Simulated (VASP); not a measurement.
Crystal: Pb.

```
Pb
1.0
     3.34131    0.00000    0.00000
    -1.67066    2.89366    0.00000
     0.00000    0.00000    6.32246
Pb
2
Direct
  0.33333 0.66667 0.25000
  0.66667 0.33333 0.75000
```

| Property | Result |
| --- | --- |
| Program | VASP 6.6.1 |
| Task | relaxation of cell and atoms |
| Functional | PBEsol |
| Potentials or basis | VASP PAW PBE potentials, release 64 (Pb_d) |
| Cutoff | 600 eV |
| k mesh | 12 × 12 × 8 |
| Occupations | gaussian, width 0.1 eV |
| Spin | no spin polarisation |

At the start: pressure 0.1 GPa; volume 30.56 Å³/atom.

Q: Where does the relaxation end?

A: Over 11 steps the energy falls by 42.4 meV/atom and the volume is 29.89 Å³/atom (-2.2 %); space group P6_3/mmc (No. 194, to 0.05 Å).

Step by step:
```tsv
step	energy change (eV)	largest force (eV/Å)	pressure (GPa)	volume (Å³)
1	0.0000	0.0000	0.14	61.13
2	-0.0474	0.0000	-0.72	61.31
3	-0.0742	0.0000	-1.13	61.40
4	-0.0559	0.0000	-0.92	61.27
5	-0.0783	0.0000	-1.17	61.40
6	-0.0786	0.0000	-1.19	61.41
7	-0.0812	0.0000	0.75	58.90
8	-0.0843	0.0000	-0.14	59.95
9	-0.0843	0.0000	-0.08	59.91
10	-0.0847	0.0000	-0.02	59.81
11	-0.0848	0.0000	-0.02	59.78
```

Final structure:
```
Pb
1.0
     3.45633    0.00000    0.00000
    -1.72817    2.99327    0.00000
     0.00000    0.00000    5.77787
Pb
2
Direct
  0.33333 0.66667 0.25000
  0.66667 0.33333 0.75000
```

Caveat: the PAW data sets were made with another functional, which shifts forces and pressure a little.
